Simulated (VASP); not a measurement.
# CoSi3 (Fm-3m) in VASP: a series of runs

Runs on CoSi3. Level: PBE. Tasks: single point.

Everything below comes from runs of VASP 6.6.1. Logs are shortened: lines on timing, memory, paths and dates and some standing lists are left out, and cuts for length are marked.

## (1) The cell of the first run

It takes space group Fm-3m (No. 225, cubic). The conventional cell has a = 5.897 Å, b = 5.897 Å, c = 5.897 Å, α = 90.00°, β = 90.00°, γ = 90.00°. Si (site symmetry -43m) has 10 Si at 2.55 to 2.95 Å and 4 Co at 2.55 Å within 3.4 Å. Within 3.4 Å of Si (site symmetry m-3m) lie 8 Si at 2.55 Å and 6 Co at 2.95 Å. Within 3.4 Å of Co (site symmetry m-3m) lie 14 Si at 2.55 to 2.95 Å.

## (2) Single point, PBE, collinear spin, ferromagnetic start

Contents of INCAR:

```
SYSTEM = CoSi3
  ALGO = Normal
  EDIFF = 1E-6
  ENCUT = 520
  GGA = PE
  ISIF = 2
  ISMEAR = 0
  ISPIN = 2
  LASPH = .TRUE.
  LCHARG = .TRUE.
  LELF = .TRUE.
  LMAXMIX = 4
  LORBIT = 11
  LREAL = .FALSE.
  LVHAR = .TRUE.
  LWAVE = .FALSE.
  MAGMOM = 0 0 0 2
  NBANDS = 22
  NELM = 150
  PREC = Accurate
  SIGMA = 0.1
```

Contents of KPOINTS:

```
k-points
0
G
  12 12 12
  0 0 0
```

Contents of POSCAR:

```
CoSi3
1.0
    0.0000000000      2.9483370208      2.9483370208
    2.9483370208      0.0000000000      2.9483370208
    2.9483370208      2.9483370208      0.0000000000
Si Co
3 1
Direct
    0.2500000000      0.2500000000      0.2500000000
    0.7500000000      0.7500000000      0.7500000000
    0.5000000000      0.5000000000      0.5000000000
    0.0000000000      0.0000000000      0.0000000000
```

Potentials or basis: VASP PAW PBE potentials, release 64 (Si, Co).

Started as:

```console
> cat potpaw_PBE.64/Si/POTCAR potpaw_PBE.64/Co/POTCAR > POTCAR
> mpirun -np 1 vasp_std > vasp.out
```

OUTCAR:

```text
SYSTEM = CoSi3
   EDIFF = 1E-6
   ENCUT = 520
   GGA = PE
   ISIF = 2
   ISMEAR = 0
   ISPIN = 2
   LASPH = .TRUE.
   LORBIT = 11
   LREAL = .FALSE.
   NELM = 150
   PREC = Accurate

 ion  position               nearest neighbor table
   1  0.250  0.250  0.250-   4 2.55   3 2.55   4 2.55   3 2.55   4 2.55   4 2.55   3 2.55   3 2.55
                             2 2.95   2 2.95   2 2.95   2 2.95   2 2.95   2 2.95
   2  0.750  0.750  0.750-   3 2.55   4 2.55   3 2.55   3 2.55   4 2.55   3 2.55   4 2.55   4 2.55
                             1 2.95   1 2.95   1 2.95   1 2.95   1 2.95   1 2.95
   3  0.500  0.500  0.500-   1 2.55   2 2.55   1 2.55   1 2.55   2 2.55   1 2.55   2 2.55   2 2.55
                             4 2.95   4 2.95   4 2.95   4 2.95   4 2.95   4 2.95
   4  0.000  0.000  0.000-   2 2.55   1 2.55   2 2.55   1 2.55   2 2.55   2 2.55   1 2.55   1 2.55
                             3 2.95   3 2.95   3 2.95   3 2.95   3 2.95   3 2.95

  LATTYP: Found a face centered cubic cell.
 ALAT       =     5.8966740416

  Lattice vectors:

 A1 = (   0.0000000000,   2.9483370208,   2.9483370208)
 A2 = (   2.9483370208,   0.0000000000,   2.9483370208)
 A3 = (   2.9483370208,   2.9483370208,   0.0000000000)

Analysis of symmetry for initial positions (statically):
=====================================================================
 Subroutine PRICEL returns:
 Original cell was already a primitive cell.

 Routine SETGRP: Setting up the symmetry group for a
 face centered cubic supercell.

 Subroutine GETGRP returns: Found 48 space group operations
 (whereof 48 operations were pure point group operations)
 out of a pool of 48 trial point group operations.

The static configuration has the point symmetry O_h .

Analysis of symmetry for dynamics (positions and initial velocities):
=====================================================================
 Subroutine PRICEL returns:
 Original cell was already a primitive cell.

 Routine SETGRP: Setting up the symmetry group for a
 face centered cubic supercell.

 Subroutine GETGRP returns: Found 48 space group operations
 (whereof 48 operations were pure point group operations)
 out of a pool of 48 trial point group operations.

The dynamic configuration has the point symmetry O_h .

Analysis of structural, dynamic, and magnetic symmetry:
=====================================================================
 Subroutine PRICEL returns:
 Original cell was already a primitive cell.

 Routine SETGRP: Setting up the symmetry group for a
 face centered cubic supercell.

 Subroutine GETGRP returns: Found 48 space group operations
 (whereof 48 operations were pure point group operations)
 out of a pool of 48 trial point group operations.

The overall configuration has the point symmetry O_h .

 Subroutine INISYM returns: Found 48 space group operations
 (whereof 48 operations are pure point group operations),
 and found     1 'primitive' translations

----------------------------------------------------------------------------------------

                                     Primitive cell

  volume of cell :      51.2580

  direct lattice vectors                    reciprocal lattice vectors
     0.000000000  2.948337021  2.948337021    -0.169587125  0.169587125  0.169587125
     2.948337021  0.000000000  2.948337021     0.169587125 -0.169587125  0.169587125
     2.948337021  2.948337021  0.000000000     0.169587125  0.169587125 -0.169587125

  length of vectors
     4.169578201  4.169578201  4.169578201     0.293733517  0.293733517  0.293733517

  position of ions in fractional coordinates (direct lattice)
     0.250000000  0.250000000  0.250000000
     0.750000000  0.750000000  0.750000000
     0.500000000  0.500000000  0.500000000
     0.000000000  0.000000000  0.000000000

  ion indices of the primitive-cell ions
   primitive index   ion index
                 1           1
                 2           2
                 3           3
                 4           4

----------------------------------------------------------------------------------------

 KPOINTS: k-points

Automatic generation of k-mesh.
 Grid dimensions read from file:
 generate k-points for:   12   12   12

 Generating k-lattice:

  Cartesian coordinates                     Fractional coordinates (reciprocal lattice)
    -0.014132260  0.014132260  0.014132260     0.083333333  0.000000000  0.000000000
     0.014132260 -0.014132260  0.014132260     0.000000000  0.083333333  0.000000000
     0.014132260  0.014132260 -0.014132260     0.000000000  0.000000000  0.083333333

  Length of vectors
     0.024477793  0.024477793  0.024477793

  Shift w.r.t. Gamma in fractional coordinates (k-lattice)
     0.000000000  0.000000000  0.000000000

 Subroutine IBZKPT returns following result:
 ===========================================

 Found     72 irreducible k-points:

 Following reciprocal coordinates:
            Coordinates               Weight
  0.000000  0.000000  0.000000      1.000000
  0.083333  0.000000  0.000000      8.000000
  0.166667  0.000000  0.000000      8.000000
  0.250000  0.000000  0.000000      8.000000
  0.333333  0.000000  0.000000      8.000000
  0.416667  0.000000  0.000000      8.000000
[... 16 lines left out ...]
  0.500000  0.166667  0.000000     24.000000
 -0.416667  0.166667  0.000000     24.000000
 [... further k-points ...]
   k-points           NKPTS =     72   k-points in BZ     NKDIM =     72   number of bands    NBANDS=     22
   number of dos      NEDOS =    301   number of ions     NIONS =      4
   total plane-waves  NPLWV =  32768
   dimension x,y,z NGX =    32 NGY =   32 NGZ =   32
   dimension x,y,z NGXF=    64 NGYF=   64 NGZF=   64
   ions per type =               3   1
   NGX,Y,Z   is equivalent  to a cutoff of  12.76, 12.76, 12.76 a.u.
   NGXF,Y,Z  is equivalent  to a cutoff of  25.52, 25.52, 25.52 a.u.
 SYSTEM =  CoSi3
   PREC   = accura    normal or accurate (medium, high low for compatibility)
   ISTART =      0    job   : 0-new  1-cont  2-samecut
   ICHARG =      2    charge: 1-file 2-atom 10-const
   ISPIN  =      2    spin polarized calculation?
   LNONCOLLINEAR =      F non collinear calculations
   LSORBIT =      F    spin-orbit coupling
   LASPH  =      T    aspherical Exc in radial PAW
   ENCUT  =  520.0 eV  38.22 Ry    6.18 a.u.   7.75  7.75  7.75*2*pi/ulx,y,z
   NELM   =    150;   NELMIN=  2; NELMDL= -5     # of ELM steps
   EDIFF  = 0.1E-05   stopping-criterion for ELM
   LREAL  =      F    real-space projection
   EDIFFG = 0.1E-04   stopping-criterion for IOM
   NSW    =      0    number of steps for IOM
   IBRION =     -1    ionic relax: 0-MD 1-quasi-New 2-CG
   NFREE  =      0    steps in history (QN), initial steepest desc. (CG)
   ISIF   =      2    stress and relaxation
   ISYM   =      2    0-nonsym 1-usesym 2-fastsym
   POTIM  = 0.5000    time-step for ionic-motion
   TEBEG  =    0.0;   TEEND  =   0.0 temperature during run
   PSTRESS=    0.0 pullay stress
   NELECT =      21.0000    total number of electrons
   NUPDOWN=      -1.0000    fix difference up-down
   EMIN   =  10.00;   EMAX   =-10.00  energy-range for DOS
   EFERMI =   0.00;   METHOD = LEGACY
   ISMEAR =     0;   SIGMA  =   0.10  broadening in eV -4-tet -1-fermi 0-gaus
   EFERMI_NEDOS =   21; number of points for ismear=-14 and -15
   IALGO  =     38    algorithm
   IMIX   =      4    mixing-type and parameters
     AMIX     =   0.40;   BMIX     =  1.00
     AMIX_MAG =   1.60;   BMIX_MAG =  1.00
  volume/ion in A,a.u.               =      12.81        86.48
  Fermi-wavevector in a.u.,A,eV,Ry     =   1.215890  2.297698 20.114683  1.478387
  Thomas-Fermi vector in A             =   2.351262
   LORBIT       =     11    0 simple, 1 ext, 2 COOP (PROOUT), +10 PAW based schemes
   GGA     = PE    functional components
   LHFCALC =     F    Hartree Fock is set to
   AEXX    =    0.0000 exact exchange contribution
   IVDW    =     0    specifies the selected vdW correction
   LEPSILON=     F    determine dielectric tensor
   LRPA    =     F    only Hartree local field effects (RPA)
 spin polarized calculation
 Gauss-broadening in eV      SIGMA  =   0.10
  energy-cutoff  :      520.00
  volume of cell :       51.26
 maximum number of plane-waves:      1411
   NGX = 15   NGY = 15   NGZ = 15

 number of electron      20.9999994 magnetization       0.1905458

 Free energy of the ion-electron system (eV)
  ---------------------------------------------------
  ext. energy  EPLUGINS =         0.00000000
  ---------------------------------------------------
  free energy    TOTEN  =       -22.20244967 eV

  energy without entropy =      -22.18873835  energy(sigma->0) =      -22.19559401

 E-fermi :  11.0305     XC(G=0): -11.8898

 val. band max:       11.0302172804   @ k =  -0.2500   0.2500   0.0833
 cond. band min:      11.0309591487   @ k =   0.3333   0.0000   0.0000
 fundamental gap:      0.0007418683
 Fermi energy:        11.0305291250

 spin component 1

 k-point     1 :       0.0000    0.0000    0.0000
  band No.  band energies     occupation
      1      -3.3376      1.00000
      2       6.6518      1.00000
      3       6.6518      1.00000
      4       6.6518      1.00000
      5       8.1896      1.00000
      6       8.7890      1.00000
[... 14 lines left out ...]
     21      26.4197      0.00000
     22      26.4197      0.00000

 k-point     2 :       0.0833    0.0000    0.0000
  band No.  band energies     occupation
      1      -3.2516      1.00000
      2       5.9413      1.00000
      3       6.6228      1.00000
      4       6.6228      1.00000
      5       8.2692      1.00000
      6       8.3680      1.00000
[... 14 lines left out ...]
     21      25.0034      0.00000
     22      25.4910      0.00000
[... 523 lines left out ...]
     21      21.6112      0.00000
     22      23.1230      0.00000

 k-point    24 :      -0.4167    0.1667    0.0000
  band No.  band energies     occupation
      1      -0.5457      1.00000
      2       0.6201      1.00000
      3       4.0631      1.00000
      4       5.8287      1.00000
      5       7.0544      1.00000
      6       8.4100      1.00000
[... 14 lines left out ...]
     21      22.5979      0.00000
     22      23.4179      0.00000

 [... further k-points ...]

 spin component 2

 k-point     1 :       0.0000    0.0000    0.0000
  band No.  band energies     occupation
      1      -3.3370      1.00000
      2       6.7088      1.00000
      3       6.7088      1.00000
      4       6.7088      1.00000
      5       8.1933      1.00000
      6       8.7984      1.00000
[... 14 lines left out ...]
     21      26.4324      0.00000
     22      26.4324      0.00000

 k-point     2 :       0.0833    0.0000    0.0000
  band No.  band energies     occupation
      1      -3.2509      1.00000
      2       5.9730      1.00000
      3       6.6760      1.00000
      4       6.6760      1.00000
      5       8.2772      1.00000
      6       8.4415      1.00000
[... 14 lines left out ...]
     21      25.0167      0.00000
     22      25.5028      0.00000
[... 523 lines left out ...]
     21      21.6112      0.00000
     22      23.1278      0.00000

 k-point    24 :      -0.4167    0.1667    0.0000
  band No.  band energies     occupation
      1      -0.5425      1.00000
      2       0.6206      1.00000
      3       4.0744      1.00000
      4       5.8500      1.00000
      5       7.0717      1.00000
      6       8.5069      1.00000
[... 14 lines left out ...]
     21      22.6045      0.00000
     22      23.4126      0.00000

 [... further k-points ...]

------------------------ aborting loop because EDIFF is reached ----------------------------------------

  FORCE on cell =-STRESS in cart. coord.  units (eV):
  Direction    XX          YY          ZZ          XY          YZ          ZX
  --------------------------------------------------------------------------------------
  -------------------------------------------------------------------------------------
  Total       -0.0314452     -0.0314452     -0.0314452      0.0000000      0.0000000     -0.0000000
  in kB       -0.9828859     -0.9828859     -0.9828859      0.0000000      0.0000000     -0.0000000
  external PRESSURE =      -0.9828859 kB  Pullay stress =       0.0000000 kB

 VOLUME and BASIS-vectors are now :
 -----------------------------------------------------------------------------
  energy-cutoff  :      520.00
  volume of cell :       51.26
      direct lattice vectors                 reciprocal lattice vectors
     0.000000000  2.948337021  2.948337021    -0.169587125  0.169587125  0.169587125
     2.948337021  0.000000000  2.948337021     0.169587125 -0.169587125  0.169587125
     2.948337021  2.948337021  0.000000000     0.169587125  0.169587125 -0.169587125

 POSITION                                       TOTAL-FORCE (eV/Angst)
 -----------------------------------------------------------------------------------
      1.47417      1.47417      1.47417         0.000000     -0.000000      0.000000
      4.42251      4.42251      4.42251        -0.000000      0.000000     -0.000000
      2.94834      2.94834      2.94834         0.000000     -0.000000      0.000000
      0.00000      0.00000      0.00000         0.000000     -0.000000      0.000000
 -----------------------------------------------------------------------------------
    total drift:                                0.000000     -0.000000      0.000000

  FREE ENERGIE OF THE ION-ELECTRON SYSTEM (eV)
  ---------------------------------------------------
  free  energy   TOTEN  =       -22.2024496680 eV

  energy  without entropy=      -22.1887383518  energy(sigma->0) =      -22.19559401

 total charge

# of ion       s       p       d       tot
------------------------------------------
    1        0.818   0.745   0.000   1.564
    2        0.818   0.745   0.000   1.564
    3        0.848   0.727   0.000   1.574
    4        0.405   0.446   7.431   8.282
--------------------------------------------------
tot          2.889   2.664   7.431  12.984

 magnetization (x)

# of ion       s       p       d       tot
------------------------------------------
    1        0.005  -0.002   0.000   0.003
    2        0.005  -0.002   0.000   0.003
    3       -0.001   0.006   0.000   0.005
    4       -0.001  -0.003   0.198   0.194
--------------------------------------------------
tot          0.008  -0.001   0.198   0.204
```

Wall time 5.2 min (1 thread of Intel Xeon 8259CL, shared host); peak memory 0.29 GiB.

Results:

- Free energy: -22.2024 eV
- Pressure: -0.1 GPa
- Net moment: 0.19 μB per cell
- Site moments: Si +0.00, +0.01 (each value once); Co +0.19 μB
- Valence electrons inside the program's atomic spheres: Si 1.56, 1.57 (each value once); Co 8.28

Levels at points of the mesh, in eV from the Fermi level:
Spin up:
| k point | band 9 | band 10 | band 11 | band 12 | band 13 | band 14 |
| --- | --- | --- | --- | --- | --- | --- |
| (0.00, 0.00, 0.00) | -2.23 | -2.23 | -0.37 | 0.87 | 0.87 | 0.87 |
| (0.50, 0.00, 0.00) | -2.02 | -2.02 | -0.03 | -0.03 | 1.23 | 5.16 |
| (0.50, 0.50, 0.00) | -1.73 | -0.87 | -0.19 | 4.30 | 4.30 | 5.45 |
Spin down:
| k point | band 8 | band 9 | band 10 | band 11 | band 12 | band 13 |
| --- | --- | --- | --- | --- | --- | --- |
| (0.00, 0.00, 0.00) | -2.23 | -2.09 | -2.09 | -0.36 | 1.02 | 1.02 |
| (0.50, 0.00, 0.00) | -2.37 | -1.86 | -1.86 | 0.13 | 0.13 | 1.33 |
| (0.50, 0.50, 0.00) | -1.85 | -1.57 | -0.69 | 0.00 | 4.33 | 4.33 |

(Continued in part 2 of 2.)
